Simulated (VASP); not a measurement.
Input of a VASP 6.6.1 run:

File INCAR:

```
ALGO = Normal
EDIFF = 1E-6
ENCUT = 520
GGA = PE
ISIF = 2
ISMEAR = 0
ISYM = 0
LASPH = True
LCHARG = False
LREAL = Auto
LWAVE = False
NBANDS = 136
NELM = 100
PREC = Accurate
SIGMA = 0.1
```

File KPOINTS:

```
Automatic mesh
0
Gamma
  2 2 2
  0.5 0.5 0.5
```

File POSCAR:

```
Si5Ge7
1.0
   -5.6361771725     -5.5344272033      0.0417881684
   -0.0408666965      5.5335057314      5.6349615616
   -5.6619081165      5.6019463156     -5.6625354493
Si Ge
10 14
Direct
    0.9977659043      0.0020771190     -0.0018024086
    0.8331409041      0.1606809715      0.6693390617
    0.3336771175      0.1663116656      0.6688374713
    0.1674171625      0.3305845581      0.3342204808
    0.4979680647      0.5010657826      0.0002764164
    0.8303479913      0.6683900653      0.6667974798
    0.8350516051      0.1630334778      0.9128078691
    0.3368157488      0.6646746363      0.9175321109
    0.6702668278      0.8360325992      0.5861371400
    0.5010769909      0.0002879285      0.2496633147
    0.5039163741      0.9971087688      1.0005383536
    0.6659086445      0.3286648393      0.3337489007
    0.0030044564      0.4958138921     -0.0049195782
    0.3388723769      0.6674307686      0.6695445806
    0.6650714825      0.8354007786      0.3374848912
    0.1712303981      0.8351436081      0.3317584053
    0.3305619370      0.1687709972      0.9170205800
    0.6666326758      0.3320180007      0.5884950068
    0.1647102176      0.3285829154      0.5830668654
    0.4956664552      0.4989488652      0.2491080558
    0.0031306486      0.4964114019      0.2492507528
    0.8299581911      0.6695187417      0.9158070747
    0.1642407406      0.8357330378      0.5865972582
    0.9997242913      1.0039544997      0.2465653882
```

Potentials or basis: VASP PAW PBE potentials, release 64 (Si, Ge_d).

Launch:

```bash
$ cat potpaw_PBE.64/Si/POTCAR potpaw_PBE.64/Ge_d/POTCAR > POTCAR
$ mpirun -np 1 vasp_std > vasp.out
```

(1) What does it give for the largest force?

(2) Estimate the band gap on the k mesh.

(3) Estimate the pressure.

## Answers

(1) 0.012 eV/Å.

(2) 0.82 eV (least direct gap 1.16 eV).

(3) -0.1 GPa.

Caveat: a shifted mesh leaves out Γ, where band edges can lie.
